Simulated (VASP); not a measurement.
The system is SnSe2.

```
CELL_PARAMETERS angstrom
3.87167 0.00000 0.00000
-1.93584 3.35297 0.00000
0.00000 0.00000 6.55283
ATOMIC_POSITIONS crystal
Sn 0.00000 0.00000 0.00000
Se 0.66667 0.33333 0.76186
Se 0.33333 0.66667 0.23814
```

This cell differs from its parent crystal: strain along c alone, the other axes held: -6.0 %.

| Quantity | Value |
| --- | --- |
| Program | VASP 6.6.1 |
| Task | relaxation of the atoms |
| Functional | PBE |
| Potentials or basis | VASP PAW PBE potentials, release 64 (Sn_d, Se) |
| Cutoff | 520 eV |
| k mesh | 12 × 12 × 4 |
| Occupations | gaussian, width 0.02 eV |
| Spin | no spin polarisation |

At the start: pressure 1.4 GPa; volume 28.36 Å³/atom.

Problem. Where does the relaxation end?

Solution. Over 3 steps the energy falls by 3.5 meV/atom; space group P-3m1 (No. 164, to 0.1 Å) before and after.

The path:
```csv
step,energy change (eV),largest force (eV/Å),pressure (GPa)
1,0.0000,0.3131,1.38
2,-0.0073,0.1719,0.89
3,-0.0105,0.0054,0.28
```

Final structure:
```yaml
crystal:
  lattice:
    - [3.87167, 0.00000, 0.00000]
    - [-1.93584, 3.35297, 0.00000]
    - [0.00000, 0.00000, 6.55283]
  atoms:
    - { symbol: Sn, position: [0.00000, 0.00000, 0.00000] }
    - { symbol: Se, position: [0.66667, 0.33333, 0.75660] }
    - { symbol: Se, position: [0.33333, 0.66667, 0.24340] }
```

Caveat: the cell differs from its parent crystal (strain along c alone, the other axes held: -6.0 %); this functional lacks dispersion, which binds the layers, so the pressure and a relaxed spacing across them are unreliable.
